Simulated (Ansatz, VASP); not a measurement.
**KTaO3: VASP beside Ansatz**

```
CELL_PARAMETERS angstrom
3.77362 0.00000 0.00000
0.00000 3.77362 0.00000
0.00000 0.00000 4.08947
ATOMIC_POSITIONS crystal
K 0.50000 0.50000 0.50000
Ta 0.00000 0.00000 0.00000
O 0.50000 0.00000 0.00000
O 0.00000 0.50000 0.00000
O 0.00000 0.00000 0.50000
```

Alike in both runs: task single point; functional PBEsol; k mesh 8 × 8 × 8; occupations gaussian, width 0.05 eV; no spin polarisation.

|  | VASP | Ansatz |
| --- | --- | --- |
| version | VASP 6.6.1 | Ansatz 0.2.0 |
| potentials or method | VASP PAW PBE potentials, release 64 (K_sv, Ta_pv, O), cutoff 520 eV | scalar-relativistic, plane waves, PAW |
| valence electrons in the cell | 38 | 40 |

Ansatz gave:

- gap on the k mesh at the Fermi level (eV): 2.20
- least direct gap on the mesh (eV): 2.66
- pressure (GPa): 23.4
- traceless stress, the component that is largest in VASP (GPa): -25.67

Q: What did VASP give for the same quantities?

A: gap on the k mesh at the Fermi level (eV): 2.15; least direct gap on the mesh (eV): 2.62; pressure (GPa): 24.6; traceless stress, the component that is largest in VASP (GPa): -26.21.

VASP's potentials were made for PBE, not for PBEsol. VASP's potentials hold 38 valence electrons a cell and Ansatz's 40, so a difference there can come from the potentials and not from the codes.

Neither program's run includes spin-orbit coupling.
